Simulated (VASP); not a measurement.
# Nd (Im-3m) in VASP: further runs

Nd is run at these levels: PBE; tasks: single point.

Program: VASP 6.6.1. These are calculated values, not measurements. Logs are shortened: lines on timing, memory, paths and dates and some standing lists are left out, and cuts for length are marked.

## Step 1: The cell of the first run

The structure is cubic, space group Im-3m (No. 229). Conventional cell: a = 4.188 Å, b = 4.188 Å, c = 4.188 Å, α = 90.00°, β = 90.00°, γ = 90.00°. Within 4.8 Å of Nd (site symmetry m-3m) lie 14 Nd at 3.63 to 4.19 Å.

This isn't the form of Nd at room conditions, which is double hcp.

## Step 2: Single point, PBE, collinear spin, ferromagnetic start

INCAR reads:

```
PREC = Accurate ; ENCUT = 520
EDIFF = 1E-7 ; ISMEAR = 0
SIGMA = 0.05 ; LREAL = False
LASPH = True ; NELM = 150
ALGO = Normal ; ISIF = 2
LWAVE = False ; LCHARG = False
ISPIN = 2 ; MAGMOM = 4.02
LORBIT = 11 ; LMAXMIX = 6
GGA = PE ; NBANDS = 17
```

KPOINTS reads:

```
regular mesh
0
Gamma
  14 14 14
```

POSCAR reads:

```
Nd
1.0
   -2.0939243536      2.0939243536      2.0939243536
    2.0939243536     -2.0939243536      2.0939243536
    2.0939243536      2.0939243536     -2.0939243536
Nd
1
Direct
    0.0000000000      0.0000000000      0.0000000000
```

Potentials or basis: VASP PAW PBE potentials, release 64 (Nd).

The run is started by

```
$ cat potpaw_PBE.64/Nd/POTCAR > POTCAR
$ mpirun -np 1 vasp_std > vasp.out
```

OUTCAR:

```text
PREC = Accurate
   ENCUT = 520
   EDIFF = 1E-7
   ISMEAR = 0
   LREAL = False
   LASPH = True
   NELM = 150
   ISIF = 2
   ISPIN = 2
   LORBIT = 11
   GGA = PE

 ion  position               nearest neighbor table
   1  0.000  0.000  0.000-

  LATTYP: Found a body centered cubic cell.
 ALAT       =     4.1878487072

  Lattice vectors:

 A1 = (  -2.0939243536,   2.0939243536,   2.0939243536)
 A2 = (   2.0939243536,  -2.0939243536,   2.0939243536)
 A3 = (   2.0939243536,   2.0939243536,  -2.0939243536)

Analysis of symmetry for initial positions (statically):
=====================================================================
 Subroutine PRICEL returns:
 Original cell was already a primitive cell.

 Routine SETGRP: Setting up the symmetry group for a
 body centered cubic supercell.

 Subroutine GETGRP returns: Found 48 space group operations
 (whereof 48 operations were pure point group operations)
 out of a pool of 48 trial point group operations.

The static configuration has the point symmetry O_h .

Analysis of symmetry for dynamics (positions and initial velocities):
=====================================================================
 Subroutine PRICEL returns:
 Original cell was already a primitive cell.

 Routine SETGRP: Setting up the symmetry group for a
 body centered cubic supercell.

 Subroutine GETGRP returns: Found 48 space group operations
 (whereof 48 operations were pure point group operations)
 out of a pool of 48 trial point group operations.

The dynamic configuration has the point symmetry O_h .

Analysis of structural, dynamic, and magnetic symmetry:
=====================================================================
 Subroutine PRICEL returns:
 Original cell was already a primitive cell.

 Routine SETGRP: Setting up the symmetry group for a
 body centered cubic supercell.

 Subroutine GETGRP returns: Found 48 space group operations
 (whereof 48 operations were pure point group operations)
 out of a pool of 48 trial point group operations.

The overall configuration has the point symmetry O_h .

 Subroutine INISYM returns: Found 48 space group operations
 (whereof 48 operations are pure point group operations),
 and found     1 'primitive' translations

----------------------------------------------------------------------------------------

                                     Primitive cell

  volume of cell :      36.7234

  direct lattice vectors                    reciprocal lattice vectors
    -2.093924354  2.093924354  2.093924354     0.000000000  0.238786086  0.238786086
     2.093924354 -2.093924354  2.093924354     0.238786086  0.000000000  0.238786086
     2.093924354  2.093924354 -2.093924354     0.238786086  0.238786086  0.000000000

  length of vectors
     3.626783368  3.626783368  3.626783368     0.337694521  0.337694521  0.337694521

  position of ions in fractional coordinates (direct lattice)
     0.000000000  0.000000000  0.000000000

  ion indices of the primitive-cell ions
   primitive index   ion index
                 1           1

----------------------------------------------------------------------------------------

 KPOINTS: regular mesh

Automatic generation of k-mesh.
 Grid dimensions read from file:
 generate k-points for:   14   14   14

 Generating k-lattice:

  Cartesian coordinates                     Fractional coordinates (reciprocal lattice)
     0.000000000  0.017056149  0.017056149     0.071428571  0.000000000  0.000000000
     0.017056149  0.000000000  0.017056149     0.000000000  0.071428571  0.000000000
     0.017056149  0.017056149  0.000000000     0.000000000  0.000000000  0.071428571

  Length of vectors
     0.024121037  0.024121037  0.024121037

  Shift w.r.t. Gamma in fractional coordinates (k-lattice)
     0.000000000  0.000000000  0.000000000

 Subroutine IBZKPT returns following result:
 ===========================================

 Found    104 irreducible k-points:

 Following reciprocal coordinates:
            Coordinates               Weight
  0.000000  0.000000  0.000000      1.000000
  0.071429  0.000000  0.000000     12.000000
  0.142857  0.000000  0.000000     12.000000
  0.214286  0.000000  0.000000     12.000000
  0.285714  0.000000  0.000000     12.000000
  0.357143  0.000000  0.000000     12.000000
[... 16 lines left out ...]
  0.285714  0.285714  0.000000     24.000000
  0.357143  0.285714  0.000000     24.000000
 [... further k-points ...]
   k-points           NKPTS =    104   k-points in BZ     NKDIM =    104   number of bands    NBANDS=     17
   number of dos      NEDOS =    301   number of ions     NIONS =      1
   total plane-waves  NPLWV =  21952
   dimension x,y,z NGX =    28 NGY =   28 NGZ =   28
   dimension x,y,z NGXF=    56 NGYF=   56 NGZF=   56
   ions per type =               1
   NGX,Y,Z   is equivalent  to a cutoff of  12.83, 12.83, 12.83 a.u.
   NGXF,Y,Z  is equivalent  to a cutoff of  25.67, 25.67, 25.67 a.u.
 SYSTEM =  unknown system
   PREC   = accura    normal or accurate (medium, high low for compatibility)
   ISTART =      0    job   : 0-new  1-cont  2-samecut
   ICHARG =      2    charge: 1-file 2-atom 10-const
   ISPIN  =      2    spin polarized calculation?
   LNONCOLLINEAR =      F non collinear calculations
   LSORBIT =      F    spin-orbit coupling
   LASPH  =      T    aspherical Exc in radial PAW
   ENCUT  =  520.0 eV  38.22 Ry    6.18 a.u.   6.74  6.74  6.74*2*pi/ulx,y,z
   NELM   =    150;   NELMIN=  2; NELMDL= -5     # of ELM steps
   EDIFF  = 0.1E-06   stopping-criterion for ELM
   LREAL  =      F    real-space projection
   EDIFFG = 0.1E-05   stopping-criterion for IOM
   NSW    =      0    number of steps for IOM
   IBRION =     -1    ionic relax: 0-MD 1-quasi-New 2-CG
   NFREE  =      0    steps in history (QN), initial steepest desc. (CG)
   ISIF   =      2    stress and relaxation
   ISYM   =      2    0-nonsym 1-usesym 2-fastsym
   POTIM  = 0.5000    time-step for ionic-motion
   TEBEG  =    0.0;   TEEND  =   0.0 temperature during run
   PSTRESS=    0.0 pullay stress
   NELECT =      14.0000    total number of electrons
   NUPDOWN=      -1.0000    fix difference up-down
   EMIN   =  10.00;   EMAX   =-10.00  energy-range for DOS
   EFERMI =   0.00;   METHOD = LEGACY
   ISMEAR =     0;   SIGMA  =   0.05  broadening in eV -4-tet -1-fermi 0-gaus
   EFERMI_NEDOS =   21; number of points for ismear=-14 and -15
   IALGO  =     38    algorithm
   IMIX   =      4    mixing-type and parameters
     AMIX     =   0.40;   BMIX     =  1.00
     AMIX_MAG =   1.60;   BMIX_MAG =  1.00
  volume/ion in A,a.u.               =      36.72       247.82
  Fermi-wavevector in a.u.,A,eV,Ry     =   1.187052  2.243204 19.171877  1.409093
  Thomas-Fermi vector in A             =   2.323212
   LORBIT       =     11    0 simple, 1 ext, 2 COOP (PROOUT), +10 PAW based schemes
   GGA     = PE    functional components
   LHFCALC =     F    Hartree Fock is set to
   AEXX    =    0.0000 exact exchange contribution
   IVDW    =     0    specifies the selected vdW correction
   LEPSILON=     F    determine dielectric tensor
   LRPA    =     F    only Hartree local field effects (RPA)
 spin polarized calculation
 Gauss-broadening in eV      SIGMA  =   0.05
  energy-cutoff  :      520.00
  volume of cell :       36.72
 maximum number of plane-waves:      1002
   NGX = 13   NGY = 13   NGZ = 13

 number of electron      13.9999995 magnetization       3.9349958

 Free energy of the ion-electron system (eV)
  ---------------------------------------------------
  ext. energy  EPLUGINS =         0.00000000
  ---------------------------------------------------
  free energy    TOTEN  =        -6.35953369 eV

  energy without entropy =       -6.34947539  energy(sigma->0) =       -6.35450454

 E-fermi :   4.2523     XC(G=0):  -9.5808

 val. band max:        4.2520914740   @ k =   0.1429   0.0714   0.0714
 cond. band min:       4.2530295331   @ k =  -0.1429   0.1429   0.0714
 fundamental gap:      0.0009380591
 Fermi energy:         4.2522643510

 spin component 1

 k-point     1 :       0.0000    0.0000    0.0000
  band No.  band energies     occupation
      1     -33.0672      1.00000
      2     -13.8323      1.00000
      3     -13.8323      1.00000
      4     -13.8323      1.00000
      5       0.2892      1.00000
      6       4.0563      1.00000
[... 9 lines left out ...]
     16       7.9916      0.00000
     17       7.9916      0.00000

 k-point     2 :       0.0714    0.0000    0.0000
  band No.  band energies     occupation
      1     -33.0616      1.00000
      2     -13.8850      1.00000
      3     -13.8480      1.00000
      4     -13.8328      1.00000
      5       0.4380      1.00000
      6       4.0300      1.00000
[... 9 lines left out ...]
     16       7.8538      0.00000
     17       8.0093      0.00000
[... 421 lines left out ...]
 k-point    24 :       0.3571    0.2857    0.0000
  band No.  band energies     occupation
      1     -32.9392      1.00000
      2     -14.5719      1.00000
      3     -14.4249      1.00000
      4     -13.9541      1.00000
      5       3.4243      1.00000
      6       3.7640      1.00000
[... 9 lines left out ...]
     16       8.7229      0.00000
     17      11.4946      0.00000

 [... further k-points ...]

 spin component 2

 k-point     1 :       0.0000    0.0000    0.0000
  band No.  band energies     occupation
      1     -31.4451      1.00000
      2     -12.5495      1.00000
      3     -12.5495      1.00000
      4     -12.5495      1.00000
      5       0.9554      1.00000
      6       6.0987      0.00000
[... 9 lines left out ...]
     16       8.7926      0.00000
     17       8.7926      0.00000

 k-point     2 :       0.0714    0.0000    0.0000
  band No.  band energies     occupation
      1     -31.4389      1.00000
      2     -12.6074      1.00000
      3     -12.5664      1.00000
      4     -12.5501      1.00000
      5       1.1081      1.00000
      6       6.0125      0.00000
[... 9 lines left out ...]
     16       8.6657      0.00000
     17       8.8207      0.00000
[... 421 lines left out ...]
 k-point    24 :       0.3571    0.2857    0.0000
  band No.  band energies     occupation
      1     -31.3025      1.00000
      2     -13.3534      1.00000
      3     -13.1935      1.00000
      4     -12.6812      1.00000
      5       4.2202      0.81750
      6       5.0342      0.00000
[... 9 lines left out ...]
     16       9.5922      0.00000
     17      12.4679      0.00000

 [... further k-points ...]

------------------------ aborting loop because EDIFF is reached ----------------------------------------

  FORCE on cell =-STRESS in cart. coord.  units (eV):
  Direction    XX          YY          ZZ          XY          YZ          ZX
  --------------------------------------------------------------------------------------
  -------------------------------------------------------------------------------------
  Total       -0.0647047     -0.0647047     -0.0647047      0.0000000      0.0000000     -0.0000000
  in kB       -2.8229505     -2.8229505     -2.8229505      0.0000000      0.0000000     -0.0000000
  external PRESSURE =      -2.8229505 kB  Pullay stress =       0.0000000 kB

 VOLUME and BASIS-vectors are now :
 -----------------------------------------------------------------------------
  energy-cutoff  :      520.00
  volume of cell :       36.72
      direct lattice vectors                 reciprocal lattice vectors
    -2.093924354  2.093924354  2.093924354     0.000000000  0.238786086  0.238786086
     2.093924354 -2.093924354  2.093924354     0.238786086  0.000000000  0.238786086
     2.093924354  2.093924354 -2.093924354     0.238786086  0.238786086  0.000000000

 POSITION                                       TOTAL-FORCE (eV/Angst)
 -----------------------------------------------------------------------------------
      0.00000      0.00000      0.00000         0.000000      0.000000      0.000000
 -----------------------------------------------------------------------------------
    total drift:                                0.000000     -0.000000     -0.000000

  FREE ENERGIE OF THE ION-ELECTRON SYSTEM (eV)
  ---------------------------------------------------
  free  energy   TOTEN  =        -6.3595336912 eV

  energy  without entropy=       -6.3494753903  energy(sigma->0) =       -6.35450454

 total charge

# of ion       s       p       d       f       tot
--------------------------------------------------
    1        2.026   5.390   0.489   3.321  11.227

 magnetization (x)

# of ion       s       p       d       f       tot
--------------------------------------------------
    1       -0.010  -0.103   0.146   3.302   3.335
```

Wall time 3.2 min (1 thread of Intel Xeon Platinum 8259CL at 2.50GHz (Skylake/Cascade Lake), shared host); peak memory 0.25 GiB.

Results:

- Free energy: -6.3595 eV
- Pressure: -0.3 GPa
- Net moment: 3.93 μB per cell
- Site moments: Nd +3.33 μB
- Valence electrons inside the program's atomic spheres: Nd 11.23

Levels at points of the mesh, in eV from the Fermi level:
Spin up:
```tsv
k point	band 6	band 7	band 8	band 9	band 10	band 11	band 12	band 13
(0.00, 0.00, 0.00)	-0.20	0.04	0.04	0.04	0.39	0.39	0.39	1.63
(0.50, 0.00, 0.00)	-0.45	-0.17	-0.12	0.02	0.03	0.57	0.63	0.72
(0.50, 0.50, 0.50)	-1.67	-0.60	-0.16	-0.16	-0.16	0.82	0.82	0.82
```
Spin down:
```
           k point  band 3  band 4  band 5  band 6  band 7  band 8
(0.00, 0.00, 0.00)  -16.80  -16.80   -3.30    1.85    1.85    1.85
(0.50, 0.00, 0.00)  -17.13  -16.81   -1.23    0.72    1.91    1.94
(0.50, 0.50, 0.50)  -17.51  -17.51   -1.05   -1.05    2.39    2.39
```

Caveat: the magnetic or orbital state may not be the lowest; spin-orbit coupling is left out, which moves the levels of the heavy elements; semilocal functionals describe open f shells poorly, which spoils levels, moments and volumes.

## Step 3: Single point, PBE, collinear spin, ferromagnetic start

This run uses another cell than the first one, of 34.19 Å³/atom.

INCAR reads:

```
SYSTEM = Nd
ALGO = Normal
EDIFF = 1E-6
ENCUT = 520
GGA = PE
ISIF = 2
ISMEAR = 0
ISPIN = 2
LASPH = .TRUE.
LCHARG = .FALSE.
LMAXMIX = 6
LORBIT = 11
LREAL = .FALSE.
LWAVE = .FALSE.
MAGMOM = 3
NBANDS = 17
NELM = 150
PREC = Accurate
SIGMA = 0.05
```

KPOINTS reads:

```
k-points
0
G
  14 14 14
  0 0 0
```

POSCAR reads:

```
Nd
1.0
   -2.0446324983      2.0446324983      2.0446324983
    2.0446324983     -2.0446324983      2.0446324983
    2.0446324983      2.0446324983     -2.0446324983
Nd
1
Direct
    0.0000000000      0.0000000000      0.0000000000
```

Potentials or basis: VASP PAW PBE potentials, release 64 (Nd).

The run is started by

```
$ cat potpaw_PBE.64/Nd/POTCAR > POTCAR
$ mpirun -np 1 vasp_std > vasp.out
```

It took 4.2 min on 1 thread of Intel Xeon Platinum 8259CL at 2.50GHz (Skylake/Cascade Lake), shared host; peak memory 0.26 GiB.

The run converged. Its results:

| Item | Value |
| --- | --- |
| Free energy | -6.1362 eV |
| Pressure | -1.4 GPa |
| Band gap on the k mesh | zero (filled and empty bands overlap) |
| Net moment | 4.04 μB per cell |
| Site moments | Nd +3.34 μB |
| Valence electrons inside the program's atomic spheres | Nd 11.21 |

Levels at points of the mesh, in eV from the Fermi level:
Spin up:
```csv
k point,band 5,band 6,band 7,band 8,band 9,band 10,band 11,band 12,band 13,band 14
"(0.00, 0.00, 0.00)",-4.01,-0.35,-0.35,-0.35,0.18,0.18,0.18,0.29,1.63,1.63
"(0.50, 0.00, 0.00)",-2.03,-0.30,-0.17,-0.12,-0.06,-0.02,0.06,0.12,0.22,2.44
"(0.50, 0.50, 0.50)",-1.86,-1.86,-0.19,-0.05,-0.05,-0.05,0.09,0.09,0.09,6.28
```
Spin down:
| k point | band 3 | band 4 | band 5 | band 6 | band 7 | band 8 |
| --- | --- | --- | --- | --- | --- | --- |
| (0.00, 0.00, 0.00) | -16.67 | -16.67 | -3.18 | 2.07 | 2.07 | 2.07 |
| (0.50, 0.00, 0.00) | -17.06 | -16.69 | -1.22 | 0.81 | 1.95 | 1.95 |
| (0.50, 0.50, 0.50) | -17.51 | -17.51 | -1.20 | -1.20 | 2.04 | 2.04 |

Caveat: the magnetic or orbital state may not be the lowest; spin-orbit coupling is left out, which moves the levels of the heavy elements; semilocal functionals describe open f shells poorly, which spoils levels, moments and volumes.

(Part 1 of 2 ends here.)
